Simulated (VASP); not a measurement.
Ga2O3:

```
CELL_PARAMETERS angstrom
2.49125 1.43832 4.47767
-2.49125 1.43832 4.47767
0.00000 -2.87665 4.47767
ATOMIC_POSITIONS crystal
Ga 0.35540 0.35540 0.35540
Ga 0.14460 0.14460 0.14460
Ga 0.64460 0.64460 0.64460
Ga 0.85540 0.85540 0.85540
O 0.55490 0.94510 0.25000
O 0.25000 0.55490 0.94510
O 0.94510 0.25000 0.55490
O 0.44510 0.05490 0.75000
O 0.75000 0.44510 0.05490
O 0.05490 0.75000 0.44510
```

```yaml
Program: VASP 6.6.1
Task: relaxation of cell and atoms
Functional: LDA
Potentials_or_basis: VASP PAW LDA potentials, release 64 (Ga_d, O)
Cutoff: 600 eV
k_mesh: 6 × 6 × 6
Occupations: gaussian, width 0.02 eV
Spin: no spin polarisation
```

At the start: pressure -3.5 GPa; volume 9.63 Å³/atom.

Where does the relaxation end?

Over 11 steps the energy falls by 2.5 meV/atom and the volume is 9.47 Å³/atom (-1.6 %); space group R-3c (No. 167, to 0.1 Å) before and after.

The path:
| step | energy change (eV) | largest force (eV/Å) | pressure (GPa) | volume (Å³) |
| --- | --- | --- | --- | --- |
| 1 | 0.0000 | 0.1991 | -3.53 | 96.27 |
| 2 | -0.0075 | 0.0542 | 3.75 | 93.34 |
| 3 | -0.0221 | 0.1030 | 0.33 | 94.62 |
| 4 | -0.0243 | 0.0440 | -0.01 | 94.73 |
| 5 | -0.0243 | 0.0483 | 0.01 | 94.74 |
| 6 | -0.0243 | 0.0488 | 0.00 | 94.75 |
| 7 | -0.0247 | 0.0228 | -0.10 | 94.76 |
| 8 | -0.0248 | 0.0062 | -0.12 | 94.77 |
| 9 | -0.0248 | 0.0008 | -0.10 | 94.78 |
| 10 | -0.0248 | 0.0010 | 0.15 | 94.69 |
| 11 | -0.0248 | 0.0010 | 0.01 | 94.73 |

Final structure:
```yaml
crystal:
  lattice:
    - [2.48076, 1.43227, 4.44352]
    - [-2.48076, 1.43227, 4.44352]
    - [0.00000, -2.86453, 4.44352]
  atoms:
    - { symbol: Ga, position: [0.35572, 0.35572, 0.35572] }
    - { symbol: Ga, position: [0.14428, 0.14428, 0.14428] }
    - { symbol: Ga, position: [0.64428, 0.64428, 0.64428] }
    - { symbol: Ga, position: [0.85572, 0.85572, 0.85572] }
    - { symbol: O, position: [0.55251, 0.94749, 0.25000] }
    - { symbol: O, position: [0.25000, 0.55251, 0.94749] }
    - { symbol: O, position: [0.94749, 0.25000, 0.55251] }
    - { symbol: O, position: [0.44749, 0.05251, 0.75000] }
    - { symbol: O, position: [0.75000, 0.44749, 0.05251] }
    - { symbol: O, position: [0.05251, 0.75000, 0.44749] }
```
